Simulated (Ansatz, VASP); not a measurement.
Zn: VASP beside Ansatz

```xyz
8
Lattice="2.8985 -1.6734 -4.2147 -2.8985 -1.6734 -4.2147 0.0000 3.3468 -4.2147" Properties=species:S:1:pos:R:3 pbc="T T T"
Zn    0.0000    0.0000   -6.3220
Zn    0.0000   -1.6734   -4.2147
Zn   -1.4492    0.8367   -4.2147
Zn   -1.4492   -0.8367   -2.1073
Zn    1.4492    0.8367   -4.2147
Zn    1.4492   -0.8367   -2.1073
Zn    0.0000    1.6734   -2.1073
Zn    0.0000    0.0000    0.0000
```

Alike in both runs: functional PBE; k mesh 6 × 6 × 6; occupations gaussian, width 0.1 eV; no spin polarisation.

Ansatz relaxed the structure, and its values are those at the end. VASP's run is a single point on that final structure, the one shown.

|  | VASP | Ansatz |
| --- | --- | --- |
| version | VASP 6.6.1 | Ansatz 0.2.0 |
| potentials or method | VASP PAW PBE potentials, release 64 (Zn), cutoff 520 eV | scalar-relativistic, plane waves, PAW |
| valence electrons in the cell | 96 | 96 |

|  | VASP | Ansatz | Ansatz less VASP |
| --- | --- | --- | --- |
| gap on the k mesh at the Fermi level (eV) | none | none | - |
| pressure (GPa) | 0.4 | 0.0 | -0.40 |

A gap of «none» marks a metal or a gap that the smearing closes.
